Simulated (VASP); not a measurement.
A run of VASP 6.6.1 is set up as follows.

The input INCAR:

```
SYSTEM = RbCu3
PREC = Accurate
ENCUT = 520
EDIFF = 1E-6
ISMEAR = 0
SIGMA = 0.1
LREAL = .False.
LASPH = .True.
NELM = 80
ALGO = Fast
ISIF = 2
LWAVE = .False.
LCHARG = .False.
GGA = PE
NBANDS = 29
```

Contents of KPOINTS:

```
regular mesh
0
Gamma
  4 4 4
  0 0 0
```

Contents of POSCAR:

```
RbCu3
1.0
    4.2649707050      0.0000000000      0.0000000000
    0.0000000000      4.2649707050      0.0000000000
    0.0000000000      0.0000000000      4.2649707050
Rb Cu
1 3
Direct
    0.0000000000      0.0000000000      0.0000000000
    0.0000000000      0.5000000000      0.5000000000
    0.5000000000      0.0000000000      0.5000000000
    0.5000000000      0.5000000000      0.0000000000
```

Potentials or basis: VASP PAW PBE potentials, release 64 (Rb_sv, Cu).

Launch:

```sh
$ cat potpaw_PBE.64/Rb_sv/POTCAR potpaw_PBE.64/Cu/POTCAR > POTCAR
$ mpirun -np 1 vasp_std > vasp.out
```

Problem. Predict the band gap on the k mesh.

Solution. Zero (bands 21 and 22 overlap by 2.01 eV).

Problem. Predict the pressure.

Solution. 1.9 GPa.

Caveat: the k points lie up to 0.37 Å⁻¹ apart, too coarse for converged energies and pressures of a metal.
